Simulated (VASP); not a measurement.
Set up this calculation in VASP 6.6.1, as the native input.

```
Task                   : single point
Functional             : r2SCAN
Potentials or basis    : VASP PAW PBE potentials, release 64 (C)
Cutoff                 : 520 eV
k mesh                 : 6 × 6 × 6
Occupations            : gaussian, width 0.1 eV
Spin                   : no spin polarisation
Dipole correction      : no
Further INCAR settings : ALGO = Normal; EDIFF = 1e-06; NBANDS = 13
```

The system is C.

```xyz
3
Lattice="6.6271 0.0000 0.0000 -3.3135 5.7392 0.0000 0.0000 0.0000 1.2651" Properties=species:S:1:pos:R:3 pbc="T T T"
C     0.0000    0.0000    0.0000
C     0.0000    3.8261    0.6326
C     3.3135    1.9131    0.6326
```

The input as run:

POSCAR

```
C
1.0
    6.6270848159      0.0000000000      0.0000000000
   -3.3135424080      5.7392238036      0.0000000000
    0.0000000000      0.0000000000      1.2651144686
C
3
Direct
    0.0000000000      0.0000000000      0.0000000000
    0.3333333333      0.6666666667      0.5000000000
    0.6666666667      0.3333333333      0.5000000000
```

INCAR.step1

```
PREC = Accurate ; ENCUT = 520
ISMEAR = 0 ; SIGMA = 0.1
LREAL = F ; LASPH = T
NELM = 60 ; NBANDS = 13
GGA = PE ; ALGO = Normal
EDIFF = 1E-4 ; LWAVE = T
LCHARG = F
```

INCAR.step2

```
PREC = Accurate ; ENCUT = 520
EDIFF = 1E-6 ; ISMEAR = 0
SIGMA = 0.1 ; LREAL = F
LASPH = T ; NELM = 60
ALGO = Normal ; ISIF = 2
LWAVE = F ; LCHARG = F
METAGGA = R2SCAN ; LMIXTAU = T
NBANDS = 13 ; ISTART = 1
```

KPOINTS

```
Automatic mesh
0
Gamma
  6 6 6
```

Potentials or basis: VASP PAW PBE potentials, release 64 (C).

Command:

```sh
$ cat potpaw_PBE.64/C/POTCAR > POTCAR
$ cp INCAR.step1 INCAR
$ mpirun -np 1 vasp_std > vasp.out
$ cp INCAR.step2 INCAR
$ mpirun -np 1 vasp_std > vasp.out
```

It gave:

```yaml
Pressure: 0.0 GPa
Band_gap_on_the_k_mesh: zero (band 6 reaches 9.42 eV, above the bottom of band 7 at -6.35 eV)
```

Caveat: the k points lie up to 0.83 Å⁻¹ apart; the PAW data sets were made with another functional, which shifts forces and pressure a little.

Run time: 74 s on 1 thread of Intel(R) Xeon(R) Platinum 8259CL CPU @ 2.50GHz (Skylake/Cascade Lake) (shared host), peak memory 0.16 GiB.
